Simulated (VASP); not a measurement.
# Sn5PbSe6 (P4/mmm) in VASP: relaxation of cell and atoms with PBE

Aim: the relaxation of cell and atoms of Sn5PbSe6 with PBE.

Program: VASP 6.6.1. These are calculated values, not measurements. Logs are shortened: lines on timing, memory, paths and dates and some standing lists are left out, and cuts for length are marked.

## 1. The cell of the first run

The structure is tetragonal, space group P4/mmm (No. 123). The conventional cell has a = 4.315 Å, b = 4.315 Å, c = 18.307 Å, α = 90.00°, β = 90.00°, γ = 90.00°. Sn (site symmetry 4mm) has 6 Se at 3.05 Å within 4.0 Å. Sn (site symmetry 4mm) has 6 Se at 3.05 Å within 4.0 Å. Sn (site symmetry 4/mmm) has 6 Se at 3.05 Å within 4.0 Å. Within 4.0 Å of Pb (site symmetry 4/mmm) lie 6 Se at 3.05 Å. Se (site symmetry 4mm) has 5 Sn at 3.05 Å and 1 Pb at 3.05 Å within 4.0 Å. Se (site symmetry 4/mmm) has 4 Pb at 3.05 Å and 2 Sn at 3.05 Å within 4.0 Å. Within 4.0 Å of Se (site symmetry 4mm) lie 6 Sn at 3.05 Å. Within 4.0 Å of Se (site symmetry 4/mmm) lie 6 Sn at 3.05 Å.

## 2. Relaxation of cell and atoms, PBE

INCAR

```
SYSTEM = Sn5PbSe6
ALGO     = Normal         ! electronic algorithm
EDIFF    = 1E-7           ! SCF threshold, eV
EDIFFG   = -0.01          ! ionic threshold
ENCUT    = 500            ! plane-wave cutoff, eV
GGA      = PE             ! functional
GGA_COMPAT= .FALSE.      
IBRION   = 2              ! ionic algorithm
ISIF     = 3              ! what is computed and relaxed
ISMEAR   = 0              ! smearing method
KPAR     = 4            
LASPH    = .TRUE.         ! aspherical terms in the spheres
LCHARG   = .FALSE.        ! write CHGCAR
LREAL    = .FALSE.        ! projectors in reciprocal space
LWAVE    = .FALSE.        ! write WAVECAR
NELM     = 120            ! most SCF steps
NELMIN   = 4            
NSW      = 100            ! ionic steps
PREC     = Accurate       ! precision mode
SIGMA    = 0.02           ! smearing width, eV
```

KPOINTS

```
k-points
0
G
  8 8 2
  0 0 0
```

POSCAR

```
Sn5PbSe6
1.0
    4.3151051300      0.0000000000      0.0000000000
    0.0000000000      4.3151051300      0.0000000000
    0.0000000000      0.0000000000     18.3074405900
Sn Pb Se
5 1 6
Direct
    0.0000000000      0.0000000000      0.6666666700
    0.5000000000      0.5000000000      0.8333333300
    0.5000000000      0.5000000000      0.1666666700
    0.0000000000      0.0000000000      0.3333333300
    0.5000000000      0.5000000000      0.5000000000
    0.0000000000      0.0000000000      0.0000000000
    0.0000000000      0.0000000000      0.8333333300
    0.5000000000      0.5000000000      0.0000000000
    0.0000000000      0.0000000000      0.1666666700
    0.5000000000      0.5000000000      0.3333333300
    0.0000000000      0.0000000000      0.5000000000
    0.5000000000      0.5000000000      0.6666666700
```

Potentials or basis: VASP PAW PBE potentials, release 64 (Sn_d, Pb_d, Se).

On the command line:

```bash
cat potpaw_PBE.64/Sn_d/POTCAR potpaw_PBE.64/Pb_d/POTCAR potpaw_PBE.64/Se/POTCAR > POTCAR
mpirun -np 4 vasp_std > vasp.out
```

OUTCAR:

```text
SYSTEM = Sn5PbSe6
   EDIFF = 1E-7
   EDIFFG = -0.01
   ENCUT = 500
   GGA = PE
   IBRION = 2
   ISIF = 3
   ISMEAR = 0
   LASPH = .TRUE.
   LREAL = .FALSE.
   NELM = 120
   NELMIN = 4
   NSW = 100
   PREC = Accurate

 ion  position               nearest neighbor table
   1  0.000  0.000  0.667-   7 3.05  12 3.05  12 3.05  12 3.05  12 3.05  11 3.05
   2  0.500  0.500  0.833-  12 3.05   7 3.05   7 3.05   7 3.05   7 3.05   8 3.05
   3  0.500  0.500  0.167-  10 3.05   9 3.05   9 3.05   9 3.05   9 3.05   8 3.05
   4  0.000  0.000  0.333-   9 3.05  10 3.05  10 3.05  10 3.05  10 3.05  11 3.05
   5  0.500  0.500  0.500-  11 3.05  11 3.05  11 3.05  11 3.05  12 3.05  10 3.05
   6  0.000  0.000  0.000-   8 3.05   8 3.05   8 3.05   8 3.05   9 3.05   7 3.05
   7  0.000  0.000  0.833-   1 3.05   2 3.05   2 3.05   2 3.05   2 3.05   6 3.05
   8  0.500  0.500  0.000-   6 3.05   6 3.05   6 3.05   6 3.05   2 3.05   3 3.05
   9  0.000  0.000  0.167-   4 3.05   3 3.05   3 3.05   3 3.05   3 3.05   6 3.05
  10  0.500  0.500  0.333-   3 3.05   4 3.05   4 3.05   4 3.05   4 3.05   5 3.05
  11  0.000  0.000  0.500-   5 3.05   5 3.05   5 3.05   5 3.05   1 3.05   4 3.05
  12  0.500  0.500  0.667-   2 3.05   1 3.05   1 3.05   1 3.05   1 3.05   5 3.05

  LATTYP: Found a simple tetragonal cell.
 ALAT       =     4.3151051300
 C/A-ratio  =     4.2426406863

  Lattice vectors:

 A1 = (   4.3151051300,   0.0000000000,   0.0000000000)
 A2 = (   0.0000000000,   4.3151051300,   0.0000000000)
 A3 = (   0.0000000000,   0.0000000000,  18.3074405900)

Analysis of symmetry for initial positions (statically):
=====================================================================
 Subroutine PRICEL returns:
 Original cell was already a primitive cell.

 Routine SETGRP: Setting up the symmetry group for a
 simple tetragonal supercell.

 Subroutine GETGRP returns: Found 16 space group operations
 (whereof 16 operations were pure point group operations)
 out of a pool of 16 trial point group operations.

The static configuration has the point symmetry D_4h.

Analysis of symmetry for dynamics (positions and initial velocities):
=====================================================================
 Subroutine PRICEL returns:
 Original cell was already a primitive cell.

 Routine SETGRP: Setting up the symmetry group for a
 simple tetragonal supercell.

 Subroutine GETGRP returns: Found 16 space group operations
 (whereof 16 operations were pure point group operations)
 out of a pool of 16 trial point group operations.

The dynamic configuration has the point symmetry D_4h.

 Subroutine INISYM returns: Found 16 space group operations
 (whereof 16 operations are pure point group operations),
 and found     1 'primitive' translations

----------------------------------------------------------------------------------------

                                     Primitive cell

  volume of cell :     340.8870

  direct lattice vectors                    reciprocal lattice vectors
     4.315105130  0.000000000  0.000000000     0.231744064  0.000000000  0.000000000
     0.000000000  4.315105130  0.000000000     0.000000000  0.231744064  0.000000000
     0.000000000  0.000000000 18.307440590     0.000000000  0.000000000  0.054622600

  length of vectors
     4.315105130  4.315105130 18.307440590     0.231744064  0.231744064  0.054622600

  position of ions in fractional coordinates (direct lattice)
     0.000000000  0.000000000  0.666666670
     0.500000000  0.500000000  0.833333330
     0.500000000  0.500000000  0.166666670
     0.000000000  0.000000000  0.333333330
     0.500000000  0.500000000  0.500000000
     0.000000000  0.000000000  0.000000000
     0.000000000  0.000000000  0.833333330
     0.500000000  0.500000000  0.000000000
     0.000000000  0.000000000  0.166666670
     0.500000000  0.500000000  0.333333330
     0.000000000  0.000000000  0.500000000
     0.500000000  0.500000000  0.666666670

  ion indices of the primitive-cell ions
   primitive index   ion index
                 1           1
                 2           2
                 3           3
                 4           4
                 5           5
                 6           6
                 7           7
                 8           8
                 9           9
                10          10
                11          11
                12          12

[... 22 lines left out ...]
 ===========================================

 Found     30 irreducible k-points:

 Following reciprocal coordinates:
            Coordinates               Weight
  0.000000  0.000000  0.000000      1.000000
  0.125000  0.000000  0.000000      4.000000
  0.250000  0.000000  0.000000      4.000000
  0.375000  0.000000  0.000000      4.000000
  0.500000  0.000000  0.000000      2.000000
  0.125000  0.125000  0.000000      4.000000
[... 16 lines left out ...]
  0.375000  0.125000  0.500000      8.000000
  0.500000  0.125000  0.500000      4.000000
 [... further k-points ...]
   k-points           NKPTS =     30   k-points in BZ     NKDIM =     30   number of bands    NBANDS=     72
   number of dos      NEDOS =    301   number of ions     NIONS =     12
   total plane-waves  NPLWV = 143360
   dimension x,y,z NGX =    32 NGY =   32 NGZ =  140
   dimension x,y,z NGXF=    64 NGYF=   64 NGZF=  280
   ions per type =               5   1   6
   NGX,Y,Z   is equivalent  to a cutoff of  12.33, 12.33, 12.71 a.u.
   NGXF,Y,Z  is equivalent  to a cutoff of  24.66, 24.66, 25.43 a.u.
 SYSTEM =  Sn5PbSe6
   PREC   = accura    normal or accurate (medium, high low for compatibility)
   ISTART =      0    job   : 0-new  1-cont  2-samecut
   ICHARG =      2    charge: 1-file 2-atom 10-const
   ISPIN  =      1    spin polarized calculation?
   LNONCOLLINEAR =      F non collinear calculations
   LSORBIT =      F    spin-orbit coupling
   LASPH  =      T    aspherical Exc in radial PAW
   ENCUT  =  500.0 eV  36.75 Ry    6.06 a.u.   7.87  7.87 33.38*2*pi/ulx,y,z
   NELM   =    120;   NELMIN=  4; NELMDL= -5     # of ELM steps
   EDIFF  = 0.1E-06   stopping-criterion for ELM
   LREAL  =      F    real-space projection
   EDIFFG = -.1E-01   stopping-criterion for IOM
   NSW    =    100    number of steps for IOM
   IBRION =      2    ionic relax: 0-MD 1-quasi-New 2-CG
   NFREE  =      1    steps in history (QN), initial steepest desc. (CG)
   ISIF   =      3    stress and relaxation
   ISYM   =      2    0-nonsym 1-usesym 2-fastsym
   POTIM  = 0.5000    time-step for ionic-motion
   TEBEG  =    0.0;   TEEND  =   0.0 temperature during run
   PSTRESS=    0.0 pullay stress
   NELECT =     120.0000    total number of electrons
   NUPDOWN=      -1.0000    fix difference up-down
   EMIN   =  10.00;   EMAX   =-10.00  energy-range for DOS
   EFERMI =   0.00;   METHOD = LEGACY
   ISMEAR =     0;   SIGMA  =   0.02  broadening in eV -4-tet -1-fermi 0-gaus
   EFERMI_NEDOS =   21; number of points for ismear=-14 and -15
   IALGO  =     38    algorithm
   IMIX   =      4    mixing-type and parameters
     AMIX     =   0.40;   BMIX     =  1.00
     AMIX_MAG =   1.60;   BMIX_MAG =  1.00
  volume/ion in A,a.u.               =      28.41       191.70
  Fermi-wavevector in a.u.,A,eV,Ry     =   1.155931  2.184392 18.179774  1.336176
  Thomas-Fermi vector in A             =   2.292555
   LORBIT       =      0    0 simple, 1 ext, 2 COOP (PROOUT), +10 PAW based schemes
   GGA     = PE    functional components
   LHFCALC =     F    Hartree Fock is set to
   AEXX    =    0.0000 exact exchange contribution
   IVDW    =     0    specifies the selected vdW correction
   LEPSILON=     F    determine dielectric tensor
   LRPA    =     F    only Hartree local field effects (RPA)
 conjugate gradient relaxation of ions
 non-spin polarized calculation
 Gauss-broadening in eV      SIGMA  =   0.02
  energy-cutoff  :      500.00
  volume of cell :      340.89
 maximum number of plane-waves:      8688
 NGX is ok and might be reduce to    32
   NGX = 15   NGY = 15   NGZ = 67

--------------------------------------- Ionic step        1  -------------------------------------------

 number of electron     120.0000043 magnetization

 Free energy of the ion-electron system (eV)
  ---------------------------------------------------
  ext. energy  EPLUGINS =         0.00000000
  ---------------------------------------------------
  free energy    TOTEN  =       -49.23989167 eV

  energy without entropy =      -49.23989167  energy(sigma->0) =      -49.23989167

------------------------ aborting loop because EDIFF is reached ----------------------------------------

  FORCE on cell =-STRESS in cart. coord.  units (eV):
  Direction    XX          YY          ZZ          XY          YZ          ZX
  --------------------------------------------------------------------------------------
  -------------------------------------------------------------------------------------
  Total       -0.7469586     -0.7469586     -0.6538525      0.0000000     -0.0000000      0.0000000
  in kB       -3.5107242     -3.5107242     -3.0731231      0.0000000     -0.0000000      0.0000000
  external PRESSURE =      -3.3648571 kB  Pullay stress =       0.0000000 kB
[... 119 lines left out ...]
  FREE ENERGIE OF THE ION-ELECTRON SYSTEM (eV)
  ---------------------------------------------------
  free  energy   TOTEN  =       -49.2462235812 eV

  energy  without entropy=      -49.2462235812  energy(sigma->0) =      -49.24622358

[... ionic steps 4 to 8 ...]

--------------------------------------- Ionic step        9  -------------------------------------------

 number of electron     120.0000051 magnetization

------------------------ aborting loop because EDIFF is reached ----------------------------------------
[... 87 lines left out ...]
--------------------------------------- Ionic step       11  -------------------------------------------

 number of electron     120.0000051 magnetization

 Free energy of the ion-electron system (eV)
  ---------------------------------------------------
  ext. energy  EPLUGINS =         0.00000000
  ---------------------------------------------------
  free energy    TOTEN  =       -49.25479584 eV

  energy without entropy =      -49.25479584  energy(sigma->0) =      -49.25479584

 E-fermi :   5.4561     XC(G=0):  -9.4711

 val. band max:        5.3100059666   @ k =   0.5000   0.0000   0.5000
 cond. band min:       5.5624078426   @ k =   0.5000   0.0000   0.5000
 fundamental gap:      0.2524018761
 Fermi energy:         5.4560772909

 k-point     1 :       0.0000    0.0000    0.0000
  band No.  band energies     occupation
      1     -16.3825      2.00000
      2     -16.3743      2.00000
      3     -16.3718      2.00000
      4     -16.3713      2.00000
      5     -16.3657      2.00000
      6     -16.3657      2.00000
[... 1789 lines left out ...]
     71       7.9136      0.00000
     72       7.9387      0.00000

 [... further k-points ...]

------------------------ aborting loop because EDIFF is reached ----------------------------------------

  FORCE on cell =-STRESS in cart. coord.  units (eV):
  Direction    XX          YY          ZZ          XY          YZ          ZX
  --------------------------------------------------------------------------------------
  -------------------------------------------------------------------------------------
  Total       -0.0271513     -0.0271513     -0.0644264      0.0000000     -0.0000000      0.0000000
  in kB       -0.1285012     -0.1285012     -0.3049167      0.0000000     -0.0000000      0.0000000
  external PRESSURE =      -0.1873063 kB  Pullay stress =       0.0000000 kB
[... 27 lines left out ...]
  FREE ENERGIE OF THE ION-ELECTRON SYSTEM (eV)
  ---------------------------------------------------
  free  energy   TOTEN  =       -49.2547958439 eV

  energy  without entropy=      -49.2547958439  energy(sigma->0) =      -49.25479584

 reached required accuracy - stopping structural energy minimisation
```

Wall time 22 min (4 MPI ranks of Intel Xeon 6975P-C (Granite Rapids), shared host); peak memory 0.79 GiB.

Results:

| Quantity | Value |
| --- | --- |
| Free energy | -49.2548 eV |
| Relaxed volume | 28.21 Å³/atom |
| Relaxed cell | a = 4.305 Å, b = 4.305 Å, c = 18.269 Å, α = 90.00°, β = 90.00°, γ = 90.00° |
| Space group after relaxing (to 0.1 Å) | P4/mmm (No. 123) |
| Energy gained by relaxing | 1.2 meV/atom |
| Ionic steps | 11 |
| Pressure after relaxing | 0.0 GPa |
| Largest force after relaxing | 0.004 eV/Å |
| Band gap on the k mesh | 0.25 eV |

Forces on the atoms (eV/Å):
```
Sn   0.000  0.000 -0.004
Sn   0.000  0.000  0.001
Sn   0.000  0.000 -0.001
Sn   0.000  0.000  0.004
Sn   0.000  0.000  0.000
Pb   0.000  0.000  0.000
Se   0.000  0.000  0.003
Se   0.000  0.000  0.000
Se   0.000  0.000 -0.003
Se   0.000  0.000 -0.003
Se   0.000  0.000  0.000
Se   0.000  0.000  0.003
```

Step by step:
```tsv
step	energy change (eV)	largest force (eV/Å)	pressure (GPa)	volume (Å³)
1	0.0000	0.2023	-0.34	340.89
2	-0.0061	0.1653	0.07	337.95
3	-0.0063	0.1568	0.17	337.30
4	-0.0098	0.1074	0.11	337.62
5	-0.0133	0.0584	0.00	338.40
6	-0.0140	0.0419	-0.01	338.43
7	-0.0146	0.0285	-0.02	338.51
8	-0.0148	0.0196	0.03	338.16
9	-0.0148	0.0181	0.04	338.10
10	-0.0149	0.0101	0.02	338.26
11	-0.0149	0.0043	-0.02	338.53
```

Final structure:
```xyz
12
Lattice="4.3046 0.0000 0.0000 0.0000 4.3046 0.0000 0.0000 0.0000 18.2694" Properties=species:S:1:pos:R:3 pbc="T T T"
Sn    0.0000    4.3046   12.1638
Sn    2.1523    2.1523   15.1998
Sn    2.1523    2.1523    3.0696
Sn    0.0000    0.0000    6.1056
Sn    2.1523    2.1523    9.1347
Pb    0.0000    0.0000    0.0000
Se    0.0000    0.0000   15.1644
Se    2.1523    2.1523    0.0000
Se    0.0000    0.0000    3.1050
Se    2.1523    2.1523    6.0976
Se    0.0000    0.0000    9.1347
Se    2.1523    2.1523   12.1718
```

Levels at points of the mesh, in eV from the valence-band top:
```
           k point  band 57  band 58  band 59  band 60  band 61  band 62  band 63  band 64
(0.00, 0.00, 0.00)    -2.15    -2.15    -0.95    -0.94     1.52     1.66     3.11     3.46
(0.50, 0.00, 0.00)    -0.40    -0.18    -0.15    -0.13     0.33     0.34     0.36     0.41
(0.50, 0.50, 0.00)    -1.93    -1.78    -1.77    -1.68     2.48     2.51     2.59     2.59
(0.00, 0.00, 0.50)    -1.78    -1.75    -1.70    -1.59     1.98     2.06     3.07     3.09
(0.50, 0.00, 0.50)    -0.56    -0.54    -0.03     0.00     0.25     0.41     0.83     0.85
(0.50, 0.50, 0.50)    -2.96    -2.90    -0.91    -0.87     1.40     1.51     3.36     3.36
```

Caveat: spin-orbit coupling is left out, which moves the levels of the heavy elements.
